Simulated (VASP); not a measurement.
Input of a VASP 6.6.1 run:

INCAR

```
SYSTEM = TaN
PREC = Accurate
ENCUT = 600
EDIFF = 1E-6
ISMEAR = 0
SIGMA = 0.1
LREAL = .False.
LASPH = .True.
NELM = 120
ALGO = Normal
ISIF = 2
LWAVE = .False.
LCHARG = .False.
GGA = PS
NBANDS = 15
GGA_COMPAT = .False.
```

Contents of KPOINTS:

```
regular mesh
0
Gamma
  6 6 6
  0 0 0
```

Contents of POSCAR:

```
TaN
1.0
    0.0000000000      2.1874205795      2.1874205795
    2.1874205795      0.0000000000      2.1874205795
    2.1874205795      2.1874205795      0.0000000000
Ta N
1 1
Direct
    0.5000000000      0.5000000000      0.5000000000
    0.0000000000      0.0000000000      0.0000000000
```

Potentials or basis: VASP PAW PBE potentials, release 64 (Ta_pv, N).

Command:

```bash
$ cat potpaw_PBE.64/Ta_pv/POTCAR potpaw_PBE.64/N/POTCAR > POTCAR
$ mpirun -np 1 vasp_std > vasp.out
```

(1) What does it give for the band gap on the k mesh?

(2) Estimate the pressure.

Answers

(1) zero (band 8 reaches 11.51 eV, above the bottom of band 9 at 7.38 eV).

(2) 1.6 GPa.

Caveat: the k points lie up to 0.41 Å⁻¹ apart; the PAW data sets were made with another functional, which shifts forces and pressure a little; spin-orbit coupling is left out, which moves the levels of the heavy elements.
